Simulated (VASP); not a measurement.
# Ge (Pmmn) in VASP: further runs

Runs on Ge. Level: PBEsol. Tasks: single point.

Program: VASP 6.6.1. These are calculated values, not measurements. Logs are shortened: lines on timing, memory, paths and dates and some standing lists are left out, and cuts for length are marked.

### Step 1. The cell of the first run

It takes space group Pmmn (No. 59, orthorhombic). Conventional cell: a = 2.765 Å, b = 5.039 Å, c = 2.643 Å, α = 90.00°, β = 90.00°, γ = 90.00°. Ge (site symmetry mm2) has 8 Ge at 2.64 to 2.88 Å within 3.5 Å.

### Step 2. Single point, PBEsol (mode 5 (55.6 1/cm) frozen in, largest displacement -0.100 Å)

Input file INCAR:

```
SYSTEM = Ge
PREC = Accurate ; ENCUT = 520
EDIFF = 1E-6 ; ISMEAR = 0
SIGMA = 0.15 ; LREAL = .FALSE.
LASPH = .TRUE. ; NELM = 60
ALGO = Normal ; ISIF = 2
LWAVE = .FALSE. ; LCHARG = .FALSE.
GGA = PS ; NBANDS = 21
```

Input file KPOINTS:

```
regular mesh
0
G
  22 22 12
  0 0 0
```

Input file POSCAR:

```
Ge
1.0
    0.0000000000      0.0000000000     -2.6427277821
    2.7652112298      0.0000000000      0.0000000000
    0.0000000000     -5.0390024825      0.0000000000
Ge
2
Direct
    0.0378396900      0.5000000000      0.0000000000
   -0.0378396900      0.0000000000      0.5000000000
```

Potentials or basis: VASP PAW PBE potentials, release 64 (Ge_d).

The run is started by

```console
$ cat potpaw_PBE.64/Ge_d/POTCAR > POTCAR
$ mpirun -np 1 vasp_std > vasp.out
```

OUTCAR:

```text
SYSTEM = Ge
   PREC = Accurate
   ENCUT = 520
   EDIFF = 1E-6
   ISMEAR = 0
   LREAL = .FALSE.
   LASPH = .TRUE.
   NELM = 60
   ISIF = 2
   GGA = PS

 ion  position               nearest neighbor table
   1  0.038  0.500  0.000-   2 2.88   2 2.88   2 2.88   2 2.88
   2  0.962  0.000  0.500-   1 2.88   1 2.88   1 2.88   1 2.88

  LATTYP: Found a simple orthorhombic cell.
 ALAT       =     2.6427277821
 B/A-ratio  =     1.0463473569
 C/A-ratio  =     1.9067429179

  Lattice vectors:

 A1 = (   0.0000000000,   0.0000000000,  -2.6427277821)
 A2 = (   2.7652112298,   0.0000000000,   0.0000000000)
 A3 = (   0.0000000000,  -5.0390024825,   0.0000000000)

Analysis of symmetry for initial positions (statically):
=====================================================================
 Subroutine PRICEL returns:
 Original cell was already a primitive cell.

 Routine SETGRP: Setting up the symmetry group for a
 simple orthorhombic supercell.

 Subroutine GETGRP returns: Found  8 space group operations
 (whereof  4 operations were pure point group operations)
 out of a pool of  8 trial point group operations.

The static configuration has the point symmetry C_2v.
 The point group associated with its full space group is D_2h.

Analysis of symmetry for dynamics (positions and initial velocities):
=====================================================================
 Subroutine PRICEL returns:
 Original cell was already a primitive cell.

 Routine SETGRP: Setting up the symmetry group for a
 simple orthorhombic supercell.

 Subroutine GETGRP returns: Found  8 space group operations
 (whereof  4 operations were pure point group operations)
 out of a pool of  8 trial point group operations.

The dynamic configuration has the point symmetry C_2v.
 The point group associated with its full space group is D_2h.

 Subroutine INISYM returns: Found  8 space group operations
 (whereof  4 operations are pure point group operations),
 and found     1 'primitive' translations

----------------------------------------------------------------------------------------

                                     Primitive cell

  volume of cell :      36.8235

  direct lattice vectors                    reciprocal lattice vectors
     0.000000000  0.000000000 -2.642727782     0.000000000  0.000000000 -0.378396900
     2.765211230  0.000000000  0.000000000     0.361636026  0.000000000  0.000000000
     0.000000000 -5.039002482  0.000000000     0.000000000 -0.198451976  0.000000000

  length of vectors
     2.642727782  2.765211230  5.039002482     0.378396900  0.361636026  0.198451976

  position of ions in fractional coordinates (direct lattice)
     0.037839690  0.500000000  0.000000000
     0.962160310  0.000000000  0.500000000

  ion indices of the primitive-cell ions
   primitive index   ion index
                 1           1
                 2           2

----------------------------------------------------------------------------------------

 KPOINTS: regular mesh

Automatic generation of k-mesh.
 Grid dimensions read from file:
 generate k-points for:   22   22   12

 Generating k-lattice:

  Cartesian coordinates                     Fractional coordinates (reciprocal lattice)
     0.000000000  0.000000000 -0.017199859     0.045454545  0.000000000  0.000000000
     0.016438001  0.000000000  0.000000000     0.000000000  0.045454545  0.000000000
     0.000000000 -0.016537665  0.000000000     0.000000000  0.000000000  0.083333333

  Length of vectors
     0.017199859  0.016438001  0.016537665

  Shift w.r.t. Gamma in fractional coordinates (k-lattice)
     0.000000000  0.000000000  0.000000000

 Subroutine IBZKPT returns following result:
 ===========================================

 Found   1008 irreducible k-points:

 Following reciprocal coordinates:
            Coordinates               Weight
  0.000000  0.000000  0.000000      1.000000
  0.045455  0.000000  0.000000      2.000000
  0.090909  0.000000  0.000000      2.000000
  0.136364  0.000000  0.000000      2.000000
  0.181818  0.000000  0.000000      2.000000
  0.227273  0.000000  0.000000      2.000000
[... 16 lines left out ...]
  0.454545  0.045455  0.000000      4.000000
  0.500000  0.045455  0.000000      2.000000
 [... further k-points ...]
   k-points           NKPTS =   1008   k-points in BZ     NKDIM =   1008   number of bands    NBANDS=     21
   number of dos      NEDOS =    301   number of ions     NIONS =      2
   total plane-waves  NPLWV =  19200
   dimension x,y,z NGX =    20 NGY =   24 NGZ =   40
   dimension x,y,z NGXF=    40 NGYF=   48 NGZF=   80
   ions per type =               2
   NGX,Y,Z   is equivalent  to a cutoff of  12.58, 14.43, 13.20 a.u.
   NGXF,Y,Z  is equivalent  to a cutoff of  25.16, 28.86, 26.39 a.u.
 SYSTEM =  Ge
   PREC   = accura    normal or accurate (medium, high low for compatibility)
   ISTART =      0    job   : 0-new  1-cont  2-samecut
   ICHARG =      2    charge: 1-file 2-atom 10-const
   ISPIN  =      1    spin polarized calculation?
   LNONCOLLINEAR =      F non collinear calculations
   LSORBIT =      F    spin-orbit coupling
   LASPH  =      T    aspherical Exc in radial PAW
   ENCUT  =  520.0 eV  38.22 Ry    6.18 a.u.   4.91  5.14  9.37*2*pi/ulx,y,z
   NELM   =     60;   NELMIN=  2; NELMDL= -5     # of ELM steps
   EDIFF  = 0.1E-05   stopping-criterion for ELM
   LREAL  =      F    real-space projection
   EDIFFG = 0.1E-04   stopping-criterion for IOM
   NSW    =      0    number of steps for IOM
   IBRION =     -1    ionic relax: 0-MD 1-quasi-New 2-CG
   NFREE  =      0    steps in history (QN), initial steepest desc. (CG)
   ISIF   =      2    stress and relaxation
   ISYM   =      2    0-nonsym 1-usesym 2-fastsym
   POTIM  = 0.5000    time-step for ionic-motion
   TEBEG  =    0.0;   TEEND  =   0.0 temperature during run
   PSTRESS=    0.0 pullay stress
   NELECT =      28.0000    total number of electrons
   NUPDOWN=      -1.0000    fix difference up-down
   EMIN   =  10.00;   EMAX   =-10.00  energy-range for DOS
   EFERMI =   0.00;   METHOD = LEGACY
   ISMEAR =     0;   SIGMA  =   0.15  broadening in eV -4-tet -1-fermi 0-gaus
   EFERMI_NEDOS =   21; number of points for ismear=-14 and -15
   IALGO  =     38    algorithm
   IMIX   =      4    mixing-type and parameters
     AMIX     =   0.40;   BMIX     =  1.00
     AMIX_MAG =   1.60;   BMIX_MAG =  1.00
  volume/ion in A,a.u.               =      18.41       124.25
  Fermi-wavevector in a.u.,A,eV,Ry     =   1.494236  2.823696 30.378271  2.232740
  Thomas-Fermi vector in A             =   2.606534
   LORBIT       =      0    0 simple, 1 ext, 2 COOP (PROOUT), +10 PAW based schemes
   GGA     = PS    functional components
   LHFCALC =     F    Hartree Fock is set to
   AEXX    =    0.0000 exact exchange contribution
   IVDW    =     0    specifies the selected vdW correction
   LEPSILON=     F    determine dielectric tensor
   LRPA    =     F    only Hartree local field effects (RPA)
 non-spin polarized calculation
 Gauss-broadening in eV      SIGMA  =   0.15
  energy-cutoff  :      520.00
  volume of cell :       36.82
 maximum number of plane-waves:      1016
 NGX is ok and might be reduce to    20
   NGX =  9   NGY = 11   NGZ = 19

 number of electron      28.0000012 magnetization

 Free energy of the ion-electron system (eV)
  ---------------------------------------------------
  ext. energy  EPLUGINS =         0.00000000
  ---------------------------------------------------
  free energy    TOTEN  =        -9.49765170 eV

  energy without entropy =       -9.48904588  energy(sigma->0) =       -9.49334879

 E-fermi :   6.7911     XC(G=0): -11.5062

 val. band max:        6.7887131951   @ k =   0.2273   0.2273   0.0000
 cond. band min:       6.7999848788   @ k =   0.2727   0.1818   0.4167
 fundamental gap:      0.0112716837
 Fermi energy:         6.7910909007

 k-point     1 :       0.0000    0.0000    0.0000
  band No.  band energies     occupation
      1     -17.9572      2.00000
      2     -17.9469      2.00000
      3     -17.8701      2.00000
      4     -17.8402      2.00000
      5     -17.8256      2.00000
      6     -17.7461      2.00000
[... 13 lines left out ...]
     20      18.1642      0.00000
     21      20.0820      0.00000

 k-point     2 :       0.0455    0.0000    0.0000
  band No.  band energies     occupation
      1     -17.9525      2.00000
      2     -17.9443      2.00000
      3     -17.8698      2.00000
      4     -17.8372      2.00000
      5     -17.8254      2.00000
      6     -17.7485      2.00000
[... 13 lines left out ...]
     20      18.3581      0.00000
     21      20.1489      0.00000

 k-point     3 :       0.0909    0.0000    0.0000
  band No.  band energies     occupation
      1     -17.9387      2.00000
      2     -17.9372      2.00000
      3     -17.8689      2.00000
      4     -17.8278      2.00000
      5     -17.8247      2.00000
      6     -17.7554      2.00000
[... 13 lines left out ...]
     20      19.3473      0.00000
     21      20.0033      0.00000

 k-point     4 :       0.1364    0.0000    0.0000
  band No.  band energies     occupation
      1     -17.9281      2.00000
      2     -17.9170      2.00000
      3     -17.8674      2.00000
      4     -17.8236      2.00000
      5     -17.8112      2.00000
      6     -17.7663      2.00000
[... 13 lines left out ...]
     20      18.3744      0.00000
     21      20.0387      0.00000

 k-point     5 :       0.1818    0.0000    0.0000
  band No.  band energies     occupation
      1     -17.9189      2.00000
      2     -17.8902      2.00000
      3     -17.8647      2.00000
      4     -17.8222      2.00000
      5     -17.7872      2.00000
      6     -17.7802      2.00000
[... 13 lines left out ...]
     20      16.9164      0.00000
     21      20.4097      0.00000

 k-point     6 :       0.2273    0.0000    0.0000
  band No.  band energies     occupation
      1     -17.9109      2.00000
      2     -17.8693      2.00000
      3     -17.8518      2.00000
      4     -17.8206      2.00000
      5     -17.7960      2.00000
      6     -17.7573      2.00000
[... 13 lines left out ...]
     20      17.0671      0.00000
     21      20.7723      0.00000

 k-point     7 :       0.2727    0.0000    0.0000
  band No.  band energies     occupation
      1     -17.9044      2.00000
      2     -17.8648      2.00000
      3     -17.8213      2.00000
      4     -17.8189      2.00000
      5     -17.8124      2.00000
      6     -17.7471      2.00000
[... 13 lines left out ...]
     20      17.4926      0.00000
     21      21.1804      0.00000
[... 291 lines left out ...]
      1     -17.8956      2.00000
      2     -17.8597      2.00000
      3     -17.8278      2.00000
      4     -17.8177      2.00000
      5     -17.7888      2.00000
      6     -17.7584      2.00000
[... 13 lines left out ...]
     20      18.6148      0.00000
     21      21.6459      0.00000

 k-point    21 :       0.3636    0.0455    0.0000
  band No.  band energies     occupation
      1     -17.8918      2.00000
      2     -17.8580      2.00000
      3     -17.8412      2.00000
      4     -17.8166      2.00000
      5     -17.7681      2.00000
      6     -17.7655      2.00000
[... 13 lines left out ...]
     20      19.1381      0.00000
     21      21.9435      0.00000

 k-point    22 :       0.4091    0.0455    0.0000
  band No.  band energies     occupation
      1     -17.8891      2.00000
      2     -17.8568      2.00000
      3     -17.8517      2.00000
      4     -17.8155      2.00000
      5     -17.7757      2.00000
      6     -17.7732      2.00000
[... 13 lines left out ...]
     20      19.6538      0.00000
     21      21.3354      0.00000

 k-point    23 :       0.4545    0.0455    0.0000
  band No.  band energies     occupation
      1     -17.8875      2.00000
      2     -17.8583      2.00000
      3     -17.8560      2.00000
      4     -17.8148      2.00000
      5     -17.7805      2.00000
      6     -17.7782      2.00000
[... 13 lines left out ...]
     20      20.0110      0.00000
     21      20.9615      0.00000

 k-point    24 :       0.5000    0.0455    0.0000
  band No.  band energies     occupation
      1     -17.8869      2.00000
      2     -17.8606      2.00000
      3     -17.8557      2.00000
      4     -17.8146      2.00000
      5     -17.7821      2.00000
      6     -17.7799      2.00000
[... 13 lines left out ...]
     20      20.0850      0.00000
     21      20.9361      0.00000

 [... further k-points ...]

------------------------ aborting loop because EDIFF is reached ----------------------------------------

  FORCE on cell =-STRESS in cart. coord.  units (eV):
  Direction    XX          YY          ZZ          XY          YZ          ZX
  --------------------------------------------------------------------------------------
  -------------------------------------------------------------------------------------
  Total        0.2564400     -0.2321014     -0.0573181      0.0000000      0.0000000      0.0000000
  in kB       11.1576074    -10.0986436     -2.4938879      0.0000000      0.0000000      0.0000000
  external PRESSURE =      -0.4783081 kB  Pullay stress =       0.0000000 kB

 VOLUME and BASIS-vectors are now :
 -----------------------------------------------------------------------------
  energy-cutoff  :      520.00
  volume of cell :       36.82
      direct lattice vectors                 reciprocal lattice vectors
     0.000000000  0.000000000 -2.642727782     0.000000000  0.000000000 -0.378396900
     2.765211230  0.000000000  0.000000000     0.361636026  0.000000000  0.000000000
     0.000000000 -5.039002482  0.000000000     0.000000000 -0.198451976  0.000000000

 POSITION                                       TOTAL-FORCE (eV/Angst)
 -----------------------------------------------------------------------------------
      1.38261      0.00000     -0.10000         0.000000      0.000000      0.082637
      0.00000     -2.51950     -2.54273         0.000000      0.000000     -0.082637
 -----------------------------------------------------------------------------------
    total drift:                                0.000000      0.000000     -0.000000

  FREE ENERGIE OF THE ION-ELECTRON SYSTEM (eV)
  ---------------------------------------------------
  free  energy   TOTEN  =        -9.4976517027 eV

  energy  without entropy=       -9.4890458795  energy(sigma->0) =       -9.49334879
```

Wall time 3 min (1 thread of Intel Xeon 6975P-C (Granite Rapids), shared host); peak memory 0.65 GiB.

Results:

```
Free energy            : -9.4977 eV
Pressure               : 0.0 GPa
Largest force          : 0.083 eV/Å
Band gap on the k mesh : zero (band 14 reaches 12.05 eV, above the bottom of band 15 at 4.45 eV)
```

Forces in eV/Å, atoms in the order of the input:
```
Ge   0.000  0.000  0.083
Ge   0.000  0.000 -0.083
```

Caveat: the cell differs from its parent crystal (mode 5 (55.6 1/cm) frozen in, largest displacement -0.100 Å); the PAW data sets were made with another functional, which shifts forces and pressure a little.

### Step 3. Single point, PBEsol (mode 5 (55.6 1/cm) frozen in, largest displacement +0.075 Å)

Input file INCAR:

```
SYSTEM = Ge
ALGO = Normal ; EDIFF = 1E-7
ENCUT = 520 ; GGA = PS
ISIF = 2 ; ISMEAR = 0
LASPH = .True. ; LCHARG = .False.
LREAL = .False. ; LWAVE = .False.
NBANDS = 21 ; NELM = 60
PREC = Accurate ; SIGMA = 0.15
```

Input file KPOINTS:

```
k-points
0
Gamma
  22 22 12
  0 0 0
```

Input file POSCAR:

```
Ge
1.0
    0.0000000000      0.0000000000     -2.6427277821
    2.7652112298      0.0000000000      0.0000000000
    0.0000000000     -5.0390024825      0.0000000000
Ge
2
Direct
   -0.0283797675      0.5000000000      0.0000000000
    0.0283797675      0.0000000000      0.5000000000
```

Potentials or basis: VASP PAW PBE potentials, release 64 (Ge_d).

The run is started by

```console
$ cat potpaw_PBE.64/Ge_d/POTCAR > POTCAR
$ mpirun -np 1 vasp_std > vasp.out
```

Run time: 9.6 min. Hardware: 1 thread of Intel Xeon Platinum 8375C at 2.90GHz (Ice Lake), shared host; peak memory 0.65 GiB.

It converged, with:

```yaml
Free_energy: -9.5012 eV
Pressure: -0.1 GPa
Largest_force: 0.061 eV/Å
Band_gap_on_the_k_mesh: zero (band 14 reaches 12.05 eV, above the bottom of band 15 at 4.45 eV)
```

Forces in eV/Å, atoms in the order of the input:
```
Ge   0.000  0.000 -0.061
Ge   0.000  0.000  0.061
```

Stress tensor (GPa, compression positive):
```
 1.17  0.00  0.00
 0.00 -0.95  0.00
 0.00  0.00 -0.39
```

Levels at points of the mesh, in eV from the Fermi level:
```
           k point  band 11  band 12  band 13  band 14  band 15  band 16  band 17  band 18
(0.00, 0.00, 0.00)   -13.42    -8.70    -5.90     5.06     7.01     7.82     8.93     9.01
(0.50, 0.00, 0.00)    -9.33    -6.19    -4.23    -2.56    -2.33     3.06     8.20    11.03
(0.00, 0.50, 0.00)    -8.70    -8.70    -3.17    -3.17    -0.87    -0.87    10.96    10.96
(0.50, 0.50, 0.00)    -4.52    -4.52    -2.07    -2.07     0.63     0.63     2.49     2.49
(0.00, 0.00, 0.50)   -11.98   -11.98     0.22     0.22     6.47     6.47     8.31     8.31
(0.50, 0.00, 0.50)    -7.90    -7.90    -4.79    -4.79     3.91     3.91     8.29     8.29
(0.00, 0.50, 0.50)    -8.05    -8.05    -5.73    -5.73     3.72     3.72     7.76     7.76
(0.50, 0.50, 0.50)    -3.53    -3.53    -2.44    -2.44    -1.85    -1.85     3.34     3.34
```

Caveat: the cell differs from its parent crystal (mode 5 (55.6 1/cm) frozen in, largest displacement +0.075 Å); the PAW data sets were made with another functional, which shifts forces and pressure a little.
